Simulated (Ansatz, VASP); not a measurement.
**LiF in VASP and in Ansatz**

INCAR

```
PREC = Accurate
ENCUT = 520
EDIFF = 1E-6
ISMEAR = -1
SIGMA = 0.03
LREAL = F
LASPH = T
NELM = 100
ALGO = Normal
ISIF = 2
LWAVE = F
LCHARG = F
GGA = PE
NBANDS = 12
```

File KPOINTS:

```
regular mesh
0
Gamma
  6 6 6
```

File POSCAR:

```
LiF
1.0
    0.0000000000      2.0140000000      2.0140000000
    2.0140000000      0.0000000000      2.0140000000
    2.0140000000      2.0140000000      0.0000000000
F Li
1 1
Direct
    0.5000000000      0.5000000000      0.5000000000
    0.0000000000      0.0000000000      0.0000000000
```

File input.yaml:

```yaml
crystal:
  lattice:
    - [0.0, 2.014, 2.014]
    - [2.014, 0.0, 2.014]
    - [2.014, 2.014, 0.0]
  atoms:
    - { symbol: F, position: [0.5, 0.5, 0.5] }
    - { symbol: Li, position: [0.0, 0.0, 0.0] }
kpoints:
  mp_grid: { grid: [6, 6, 6] }
scf:
  occupations: { method: fermi_dirac, width: 0.03 }
hamiltonian:
  xc: pbe
  pseudopotentials: { kind: all_electron, lapw: { basis_error: 0.004 } }
output:
  forces: true
  stress: true
  eigenvalues: true
```

Alike in both runs: task single point; functional PBE; k mesh 6 × 6 × 6; occupations fermi-dirac, width 0.03 eV; no spin polarisation.

|  | VASP | Ansatz |
| --- | --- | --- |
| version | VASP 6.6.1 | Ansatz 0.2.0 |
| potentials or method | VASP PAW PBE potentials, release 64 (F, Li_sv), cutoff 520 eV | all-electron LAPW, scalar-relativistic |

```tsv
	VASP	Ansatz	Ansatz less VASP
gap on the k mesh at the Fermi level (eV)	9.09	9.07	-0.019
least direct gap on the mesh (eV)	9.09	9.07	-0.019
```

Ansatz ran all-electron here, and VASP with PAW potentials.

The k mesh is coarse, so the values compare programs but aren't converged. Noted on VASP's run: the cutoff is short for stress, so the pressure is rough.
